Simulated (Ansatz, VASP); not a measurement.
One calculation of SiC, two programs

The input POSCAR:

```
SiC
1.0
    0.0000000000      1.8040886876      1.8040886876
    1.8040886876      0.0000000000      1.8040886876
    1.8040886876      1.8040886876      0.0000000000
C Si
1 1
Direct
    0.0000000000      0.0000000000      0.0000000000
    0.5000000000      0.5000000000      0.5000000000
```

Contents of INCAR.step1:

```
SYSTEM = SiC
PREC = Accurate
ENCUT = 520
ISMEAR = 0
SIGMA = 0.05
LREAL = .FALSE.
LASPH = .TRUE.
NELM = 100
NBANDS = 11
GGA = PE
ALGO = Normal
EDIFF = 1E-4
LWAVE = .TRUE.
LCHARG = .FALSE.
```

INCAR.step2

```
SYSTEM = SiC
PREC = Accurate
ENCUT = 520
EDIFF = 1E-6
ISMEAR = 0
SIGMA = 0.05
LREAL = .FALSE.
LASPH = .TRUE.
NELM = 100
ALGO = Normal
ISIF = 2
LWAVE = .FALSE.
LCHARG = .FALSE.
METAGGA = R2SCAN
LMIXTAU = .TRUE.
NBANDS = 11
ISTART = 1
```

File KPOINTS:

```
Automatic mesh
0
G
  20 20 20
  0 0 0
```

Input for Ansatz:

```yaml
crystal:
  lattice:
    - [0.0, 1.8040886876, 1.8040886876]
    - [1.8040886876, 0.0, 1.8040886876]
    - [1.8040886876, 1.8040886876, 0.0]
  atoms:
    - { symbol: C, position: [0.0, 0.0, 0.0] }
    - { symbol: Si, position: [0.5, 0.5, 0.5] }
basis:
  ecutwfc: 500
  ecutrho_ratio: 4
kpoints:
  mp_grid: { grid: [20, 20, 20] }
hamiltonian:
  xc: r2scan
scf:
  occupations: { method: gaussian, width: 0.05 }
output:
  forces: true
  stress: true
  eigenvalues: true
```

Alike in both runs: task single point; functional r2SCAN; k mesh 20 × 20 × 20; occupations gaussian, width 0.05 eV; no spin polarisation.

```csv
,VASP,Ansatz
version,VASP 6.6.1,Ansatz 0.2.0
potentials or method,"VASP PAW PBE potentials, release 64 (C, Si), cutoff 520 eV","scalar-relativistic, plane waves, PAW"
valence electrons in the cell,8,8
```

Ansatz gave:

```
gap on the k mesh at the Fermi level (eV) : 1.07
least direct gap on the mesh (eV)         : 7.18
```

**Question.** What did VASP give for the same quantities?

**Answer.** gap on the k mesh at the Fermi level (eV): 1.08; least direct gap on the mesh (eV): 7.20.

VASP's potentials were made for PBE, not for r2SCAN. With one functional, cell and mesh, what is left measures potentials, basis and numerics.
